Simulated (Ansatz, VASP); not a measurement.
YbMg2Ge2 in VASP and in Ansatz

File INCAR:

```
SYSTEM = YbMg2Ge2
PREC     = Accurate       ! precision mode
ENCUT    = 520            ! plane-wave cutoff, eV
EDIFF    = 1E-6           ! SCF threshold, eV
ISMEAR   = -1             ! smearing method
SIGMA    = 0.0544         ! smearing width, eV
LREAL    = .FALSE.        ! projectors in reciprocal space
LASPH    = .TRUE.         ! aspherical terms in the spheres
NELM     = 150            ! most SCF steps
ALGO     = Normal         ! electronic algorithm
ISIF     = 2              ! what is computed and relaxed
LWAVE    = .FALSE.        ! write WAVECAR
LCHARG   = .FALSE.        ! write CHGCAR
LMAXMIX  = 6              ! l up to which the mixer works
LDAU     = .TRUE.         ! DFT+U
LDAUTYPE = 2            
LDAUL    = -1 3 -1        ! shell
LDAUU    = 0 2 0          ! U, eV
LDAUJ    = 0 0 0        
LDAUPRINT= 1            
GGA      = PS             ! functional
NBANDS   = 36             ! bands
```

File KPOINTS:

```
Automatic mesh
0
G
  5 5 5
  0 0 0
```

Contents of POSCAR:

```
YbMg2Ge2
1.0
    0.0000000000      4.1343050000      0.0000000000
    4.1343050000      0.0000000000      0.0000000000
    2.0671530000      2.0671530000     -5.1220800000
Ge Yb Mg
2 1 2
Direct
    0.3750000000      0.3750000000      0.2500000000
    0.6250000000      0.6250000000      0.7500000000
    0.0000000000      0.0000000000      0.0000000000
    0.7500000000      0.2500000000      0.5000000000
    0.2500000000      0.7500000000      0.5000000000
```

Input for Ansatz:

```yaml
crystal:
  lattice:
    - [0.0, 4.134305, 0.0]
    - [4.134305, 0.0, 0.0]
    - [2.067153, 2.067153, -5.12208]
  atoms:
    - { symbol: Ge, position: [0.375, 0.375, 0.25] }
    - { symbol: Ge, position: [0.625, 0.625, 0.75] }
    - { symbol: Yb, position: [0.0, 0.0, 0.0] }
    - { symbol: Mg, position: [0.75, 0.25, 0.5] }
    - { symbol: Mg, position: [0.25, 0.75, 0.5] }
  symmetry: { tolerance: 0.0003 }
kpoints:
  mp_grid: { grid: [5, 5, 5], shift: [0, 0, 0] }
magnetization:
  spin_polarized: false
scf:
  occupations: { method: fermi_dirac, width: 0.0544 }
hamiltonian:
  pseudopotentials: { kind: paw }
  xc: pbesol
  hubbard: { sites: [{ species: Yb, l: f, u_eff: 2.0 }], double_counting: fll }
basis:
  ecutwfc: 420
output:
  forces: true
  stress: true
  eigenvalues: true
```

Alike in both runs: task single point; functional PBEsol; k mesh 5 × 5 × 5; occupations fermi-dirac, width 0.0544 eV; no spin polarisation; Hubbard terms Yb f U = 2.0 eV.

```csv
,VASP,Ansatz
version,VASP 6.6.1,Ansatz 0.2.0
potentials or method,"VASP PAW PBE potentials, release 64 (Ge_d, Yb, Mg), cutoff 520 eV",PAW plane waves
valence electrons in the cell,56,72
```

Ansatz gave:

- gap on the k mesh at the Fermi level (eV): none
- pressure (GPa): 18.7
- traceless stress, the component that is largest in VASP (GPa): -1.05
- rms of the force components (eV/Å): 1.110

Q: What did VASP give for the same quantities?

A: gap on the k mesh at the Fermi level (eV): none; pressure (GPa): 18.2; traceless stress, the component that is largest in VASP (GPa): -0.94; rms of the force components (eV/Å): 1.118.

VASP's potentials were made for PBE, not for PBEsol. The programs project onto different local orbitals, so the same U acts differently, and such runs can settle in different states. Atom by atom the forces differ by 0.008 eV/Å (rms over components). A gap of «none» marks a metal or a gap that the smearing closes. VASP's potentials hold 56 valence electrons a cell and Ansatz's 72, so a difference there can come from the potentials and not from the codes. Ansatz's warnings: filled band counts differ across k points.

Neither program's run includes spin-orbit coupling.
